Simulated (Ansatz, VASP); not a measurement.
# Two plane-wave programs on ZnS

The input INCAR:

```
ALGO = Normal
EDIFF = 1E-6
ENCUT = 520
GGA = PE
ISIF = 2
ISMEAR = 0
LASPH = T
LCHARG = F
LREAL = F
LWAVE = F
NBANDS = 36
NELM = 80
PREC = Accurate
SIGMA = 0.05
```

KPOINTS

```
k-points
0
Gamma
  8 8 3
```

Contents of POSCAR:

```
ZnS
1.0
    2.7046500000     -2.7046500000      0.0000000000
    2.7046500000      0.0000000000     -2.7046500000
    5.4093000000      5.4093000000      5.4093000000
Zn S
3 3
Direct
    0.6666666667      0.6666666667      0.3333333333
    0.0000000000      0.0000000000      0.0000000000
    0.3333333333      0.3333333333      0.6666666667
    0.6666666667      0.6666666667      0.0833333333
    1.0000000000      1.0000000000      0.7500000000
    0.3333333333      0.3333333333      0.4166666667
```

Input for Ansatz:

```yaml
crystal:
  lattice:
    - [2.70465, -2.70465, 0.0]
    - [2.70465, 0.0, -2.70465]
    - [5.4093, 5.4093, 5.4093]
  atoms:
    - { symbol: Zn, position: [0.6666666667, 0.6666666667, 0.3333333333] }
    - { symbol: Zn, position: [0.0, 0.0, 0.0] }
    - { symbol: Zn, position: [0.3333333333, 0.3333333333, 0.6666666667] }
    - { symbol: S, position: [0.6666666667, 0.6666666667, 0.0833333333] }
    - { symbol: S, position: [1.0, 1.0, 0.75] }
    - { symbol: S, position: [0.3333333333, 0.3333333333, 0.4166666667] }
basis:
  ecutwfc: 420
kpoints:
  mp_grid: { grid: [8, 8, 3] }
hamiltonian:
  xc: pbe
scf:
  occupations: { method: gaussian, width: 0.05 }
output:
  forces: true
  stress: true
  eigenvalues: true
  write_density: true
  write_potential: true
  elf: true
  volumetric_format: npy
```

Alike in both runs: task single point; functional PBE; k mesh 8 × 8 × 3; occupations gaussian, width 0.05 eV; no spin polarisation.

|  | VASP | Ansatz |
| --- | --- | --- |
| version | VASP 6.6.1 | Ansatz 0.2.0 |
| potentials or method | VASP PAW PBE potentials, release 64 (Zn, S), cutoff 520 eV | scalar-relativistic, plane waves, PAW |
| valence electrons in the cell | 54 | 54 |

VASP gave:

```
gap on the k mesh at the Fermi level (eV) : 2.10
least direct gap on the mesh (eV)         : 2.10
pressure (GPa)                            : 1.5
```

Task: Estimate Ansatz's values.

Result: gap on the k mesh at the Fermi level (eV): 2.10; least direct gap on the mesh (eV): 2.10; pressure (GPa): 1.4.

The functional is the same, so the differences come from potentials, cutoffs and numerics.
